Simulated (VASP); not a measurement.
# GaGe in VASP: further runs, part 2 of 2

VASP 6.6.1.

### Step 5. Single point, PBE

This run uses another cell than the first one, of 24.33 Å³/atom, 0.980 times its volume.

File INCAR:

```
SYSTEM = GaGe
PREC = Accurate
ENCUT = 520
EDIFF = 1E-6
ISMEAR = -1
SIGMA = 0.05
LREAL = .False.
LASPH = .True.
NELM = 100
ALGO = Normal
ISIF = 2
LWAVE = .False.
LCHARG = .True.
GGA = PE
LELF = .True.
LVHAR = .True.
NBANDS = 20
```

File KPOINTS:

```
regular mesh
0
Gamma
  6 6 6
  0 0 0
```

File POSCAR:

```
GaGe
1.0
    0.0000000000      2.8978440000      2.8978440000
    2.8978440000      0.0000000000      2.8978440000
    2.8978440000      2.8978440000      0.0000000000
Ge Ga
1 1
Direct
   -0.0072340000     -0.0102740000      0.0253490000
    0.2399690000      0.2466220000      0.2642740000
```

The run is started by

```
$ cat potpaw_PBE.64/Ge_d/POTCAR potpaw_PBE.64/Ga_d/POTCAR > POTCAR
$ mpirun -np 1 vasp_std > vasp.out
```

Run time: 1.9 min. Hardware: 1 thread of Intel Xeon 6975P-C, shared host; peak memory 0.25 GiB.

The run converged. Its results:

```yaml
Free_energy: -7.1212 eV
Pressure: 0.2 GPa
Largest_force: 0.197 eV/Å
```

Forces on the atoms (eV/Å):
```
Ge  -0.044 -0.187  0.043
Ga   0.044  0.187 -0.043
```

Stress tensor (GPa, compression positive):
```
 0.17 -0.38  1.29
-0.38  0.19  0.38
 1.29  0.38  0.17
```

Levels at points of the mesh, in eV from the Fermi level:
```csv
k point,band 12,band 13,band 14,band 15,band 16,band 17
"(0.00, 0.00, 0.00)",1.66,1.77,1.93,2.16,4.35,4.48
"(0.50, 0.00, 0.00)",-5.24,0.38,0.58,2.14,5.30,5.58
"(0.00, 0.50, 0.00)",-5.34,0.40,0.57,2.20,5.35,5.59
"(0.00, 0.00, 0.50)",-5.15,0.41,0.52,2.09,5.33,5.49
"(0.50, 0.50, 0.50)",-5.35,0.40,0.57,2.20,5.35,5.59
"(0.50, 0.50, 0.00)",-5.71,-1.16,-1.14,2.42,2.53,11.10
"(0.00, 0.50, 0.50)",-5.71,-1.16,-1.14,2.42,2.53,11.10
"(0.50, 0.00, 0.50)",-5.70,-1.19,-1.11,2.39,2.57,11.03
```

### Step 6. Single point, PBE

This run uses another cell than the first one, of 24.33 Å³/atom, 0.980 times its volume.

File INCAR:

```
SYSTEM = GaGe
PREC = Accurate ; ENCUT = 520
EDIFF = 1E-6 ; ISMEAR = -1
SIGMA = 0.025 ; LREAL = .False.
LASPH = .True. ; NELM = 100
ALGO = Normal ; ISIF = 2
LWAVE = .False. ; LCHARG = .False.
GGA = PE ; NBANDS = 20
```

KPOINTS is that of step 5.

POSCAR is that of step 5.

Potentials or basis: VASP PAW PBE potentials, release 64 (Ge_d, Ga_d).

The run is started by

```
$ cat potpaw_PBE.64/Ge_d/POTCAR potpaw_PBE.64/Ga_d/POTCAR > POTCAR
$ mpirun -np 1 vasp_std > vasp.out
```

OUTCAR:

```text
SYSTEM = GaGe
   PREC = Accurate
   ENCUT = 520
   EDIFF = 1E-6
   ISMEAR = -1
   LREAL = .False.
   LASPH = .True.
   NELM = 100
   ISIF = 2
   GGA = PE

 ion  position               nearest neighbor table
   1  0.993  0.990  0.025-   2 2.49   2 2.49   2 2.52   2 2.55
   2  0.240  0.247  0.264-   1 2.49   1 2.49   1 2.52   1 2.55

  LATTYP: Found a face centered cubic cell.
 ALAT       =     5.7956880000

  Lattice vectors:

 A1 = (   0.0000000000,   2.8978440000,   2.8978440000)
 A2 = (   2.8978440000,   0.0000000000,   2.8978440000)
 A3 = (   2.8978440000,   2.8978440000,   0.0000000000)

Analysis of symmetry for initial positions (statically):
=====================================================================
 Subroutine PRICEL returns:
 Original cell was already a primitive cell.

 Routine SETGRP: Setting up the symmetry group for a
 face centered cubic supercell.

 Subroutine GETGRP returns: Found  1 space group operations
 (whereof  1 operations were pure point group operations)
 out of a pool of 48 trial point group operations.

[... 149 lines left out ...]
   NGX = 15   NGY = 15   NGZ = 15

 number of electron      27.0000013 magnetization

 Free energy of the ion-electron system (eV)
  ---------------------------------------------------
  ext. energy  EPLUGINS =         0.00000000
  ---------------------------------------------------
  free energy    TOTEN  =        -7.11550544 eV

  energy without entropy =       -7.11069616  energy(sigma->0) =       -7.11310080

 E-fermi :   2.9583     XC(G=0):  -9.5556

 val. band max:        2.9576958625   @ k =  -0.1667   0.3333  -0.1667
 cond. band min:       2.9601314822   @ k =   0.0000   0.1667   0.3333
 fundamental gap:      0.0024356197
 Fermi energy:         2.9583132973

 k-point     1 :       0.0000    0.0000    0.0000
  band No.  band energies     occupation
      1     -20.8936      2.00000
      2     -20.8890      2.00000
      3     -20.8842      2.00000
      4     -20.8688      2.00000
      5     -20.8670      2.00000
      6     -11.2850      2.00000
[... 541 lines left out ...]
     19      12.7621      0.00000
     20      13.9752      0.00000

 [... further k-points ...]
[... 5 lines left out ...]
  --------------------------------------------------------------------------------------
  -------------------------------------------------------------------------------------
  Total        0.0414378      0.0724907      0.0415224     -0.1378590      0.1407613      0.4420707
  in kB        1.3641183      2.3863715      1.3669028     -4.5382755      4.6338175     14.5528246
  external PRESSURE =       1.7057975 kB  Pullay stress =       0.0000000 kB

 VOLUME and BASIS-vectors are now :
 -----------------------------------------------------------------------------
  energy-cutoff  :      520.00
  volume of cell :       48.67
      direct lattice vectors                 reciprocal lattice vectors
     0.000000000  2.897844000  2.897844000    -0.172542069  0.172542069  0.172542069
     2.897844000  0.000000000  2.897844000     0.172542069 -0.172542069  0.172542069
     2.897844000  2.897844000  0.000000000     0.172542069  0.172542069 -0.172542069

 POSITION                                       TOTAL-FORCE (eV/Angst)
 -----------------------------------------------------------------------------------
      2.94153      2.95034      5.74495        -0.034301     -0.162244      0.033410
      1.48050      1.46122      1.41006         0.034301      0.162244     -0.033410
 -----------------------------------------------------------------------------------
    total drift:                                0.000874     -0.000451      0.000057

  FREE ENERGIE OF THE ION-ELECTRON SYSTEM (eV)
  ---------------------------------------------------
  free  energy   TOTEN  =        -7.1155054446 eV

  energy  without entropy=       -7.1106961587  energy(sigma->0) =       -7.11310080
```

OSZICAR:

```text
N       E                     dE             d eps       ncg     rms          rms(c)
DAV:   1     0.162336864783E+03    0.16234E+03   -0.13794E+04  4684   0.300E+03
DAV:   2     0.165114865488E+02   -0.14583E+03   -0.14231E+03  4544   0.538E+02
DAV:   3    -0.640858251652E+01   -0.22920E+02   -0.22802E+02  5044   0.136E+02
DAV:   4    -0.713751588542E+01   -0.72893E+00   -0.72844E+00  5108   0.262E+01
DAV:   5    -0.714985299370E+01   -0.12337E-01   -0.12336E-01  5060   0.377E+00    0.214E+00
DAV:   6    -0.712017923031E+01    0.29674E-01   -0.71025E-02  5720   0.386E+00    0.123E+00
DAV:   7    -0.711489333533E+01    0.52859E-02   -0.26021E-02  6040   0.193E+00    0.253E-01
DAV:   8    -0.711529967939E+01   -0.40634E-03   -0.49691E-03  4900   0.809E-01    0.570E-02
DAV:   9    -0.711547258800E+01   -0.17291E-03   -0.46943E-04  5096   0.258E-01    0.224E-02
DAV:  10    -0.711549819516E+01   -0.25607E-04   -0.45830E-05  5616   0.547E-02    0.842E-03
DAV:  11    -0.711550535044E+01   -0.71553E-05   -0.13188E-05  4328   0.278E-02    0.142E-03
DAV:  12    -0.711550544455E+01   -0.94114E-07   -0.87513E-07  3552   0.130E-02
   1 F= -.71155054E+01 E0= -.71131008E+01  d E =-.480929E-02
```

stdout:

```text
POSCAR found type information on POSCAR GeGa
 POSCAR found :  2 types and       2 ions
 scaLAPACK will be used
 LDA part: xc-table for (Slater+PW92), standard interpolation
 POSCAR, INCAR and KPOINTS ok, starting setup
 FFT: planning ... GRIDC
 FFT: planning ... GRID_SOFT
 FFT: planning ... GRID
 WAVECAR not read
 entering main loop
```

Wall time 94 s (1 thread of Intel Xeon 6975P-C, shared host); peak memory 0.25 GiB.

What came out:

```yaml
Free_energy: -7.1155 eV
Pressure: 0.2 GPa
Largest_force: 0.169 eV/Å
```

Forces on the atoms (eV/Å):
```
Ge  -0.034 -0.162  0.033
Ga   0.034  0.162 -0.033
```

### Step 7. Overview

| level | cell | k mesh | smearing | grid for exact exchange (PRECFOCK) | share of exact exchange | gap on the mesh (eV) | pressure (GPa) | largest force (eV/Å) |
| --- | --- | --- | --- | --- | --- | --- | --- | --- |
| PBE0 | a = 4.125 Å, angles 60.0°, 2 atoms | 4 × 4 × 4 | fermi-dirac 0.05 eV | Normal | - | none | -3.0 | - |
| PBE0 | a = 4.048 Å, angles 60.0°, 2 atoms | 4 × 4 × 4 | fermi-dirac 0.05 eV | Normal | - | none | 0.1 | - |
| PBEsol-based global hybrid | a = 4.098 Å, angles 60.0°, 2 atoms | 4 × 4 × 4 | fermi-dirac 0.05 eV | Normal | 0.25 | none | -3.9 | - |
| PBE | a = 4.098 Å, angles 60.0°, 2 atoms | 6 × 6 × 6 | fermi-dirac 0.05 eV | - | - | none | 0.2 | 0.20 |
| PBE | a = 4.098 Å, angles 60.0°, 2 atoms | 6 × 6 × 6 | fermi-dirac 0.025 eV | - | - | none | 0.2 | 0.17 |

Some of these runs hold the atoms at other places in the same cell, which the table doesn't show; runs alike in all that it shows share one row.

Alike in all rows: task single point; potentials or basis VASP PAW PBE potentials, release 64 (Ge_d, Ga_d); no spin polarisation; cutoff (eV) 520.

Caveats: some runs use coarse meshes; the PAW data sets were made with another functional, which shifts forces and pressure a little (some runs).

Total energies depend on the potentials used, so only differences within one code and one set of settings carry meaning.
